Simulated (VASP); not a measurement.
# Te2Mo: relaxation of shape and atoms at fixed volume with r2SCAN

Crystal: Te2Mo.

```
Te Mo
1.0
     3.52750    0.00000    0.00000
    -1.76375    3.05491    0.00000
     0.00000    0.00000   14.57826
Te Mo
4 2
Direct
  0.33333 0.66667 0.62849
  0.66667 0.33333 0.12849
  0.33333 0.66667 0.87151
  0.66667 0.33333 0.37151
  0.33333 0.66667 0.25000
  0.66667 0.33333 0.75000
```

```json
{
  "Program": "VASP 6.6.1",
  "Task": "relaxation of shape and atoms at fixed volume",
  "Functional": "r2SCAN",
  "Potentials or basis": "VASP PAW PBE potentials, release 64 (Te, Mo_sv)",
  "Cutoff": "600 eV",
  "k mesh": "9 × 9 × 2",
  "Occupations": "gaussian, width 0.02 eV",
  "Spin": "no spin polarisation",
  "Dipole correction": "no",
  "Further INCAR settings": "ALGO = Normal; EDIFF = 1e-06; IBRION = 2; EDIFFG = -0.01; NSW = 50; ISIF = 4"
}
```

```
Energy gained by relaxing : 6.4 meV/atom
Ionic steps               : 9
Pressure after relaxing   : 0.7 GPa
Band gap on the k mesh    : 1.01 eV (least direct gap 1.07 eV)
```

The path:
| step | energy change (eV) | largest force (eV/Å) | pressure (GPa) | volume (Å³) |
| --- | --- | --- | --- | --- |
| 1 | 0.0000 | 0.4796 | 3.14 | 157.10 |
| 2 | -0.0234 | 0.0612 | 1.64 | 157.10 |
| 3 | -0.0234 | 0.0598 | 1.63 | 157.10 |
| 4 | -0.0322 | 0.0430 | 1.30 | 157.10 |
| 5 | -0.0381 | 0.0069 | 0.64 | 157.10 |
| 6 | -0.0383 | 0.0122 | 0.72 | 157.10 |
| 7 | -0.0383 | 0.0114 | 0.71 | 157.10 |
| 8 | -0.0383 | 0.0107 | 0.64 | 157.10 |
| 9 | -0.0383 | 0.0013 | 0.67 | 157.10 |

Final structure:
```yaml
crystal:
  lattice:
    - [3.55252, 0.00000, 0.00000]
    - [-1.77626, 3.07658, 0.00000]
    - [0.00000, 0.00000, 14.37363]
  atoms:
    - { symbol: Te, position: [0.33333, 0.66667, 0.62529] }
    - { symbol: Te, position: [0.66667, 0.33333, 0.12529] }
    - { symbol: Te, position: [0.33333, 0.66667, 0.87471] }
    - { symbol: Te, position: [0.66667, 0.33333, 0.37471] }
    - { symbol: Mo, position: [0.33333, 0.66667, 0.25000] }
    - { symbol: Mo, position: [0.66667, 0.33333, 0.75000] }
```

Levels at points of the mesh, in eV from the valence-band top:
```csv
k point,band 22,band 23,band 24,band 25,band 26,band 27,band 28,band 29,band 30,band 31
"(0.00, 0.00, 0.00)",-1.12,-1.12,-0.90,-0.58,0.00,3.00,3.00,3.09,3.09,3.27
"(0.00, 0.00, 0.50)",-1.13,-1.13,-1.13,-0.13,-0.13,3.03,3.03,3.03,3.03,3.37
```

Run time: 77 min on 1 thread of Oxide Virtual Turin-like Processor (shared host), peak memory 0.37 GiB.

Caveat: the PAW data sets were made with another functional, which shifts forces and pressure a little; spin-orbit coupling is left out, which moves the levels of the heavy elements. A k mesh can miss the band edges.
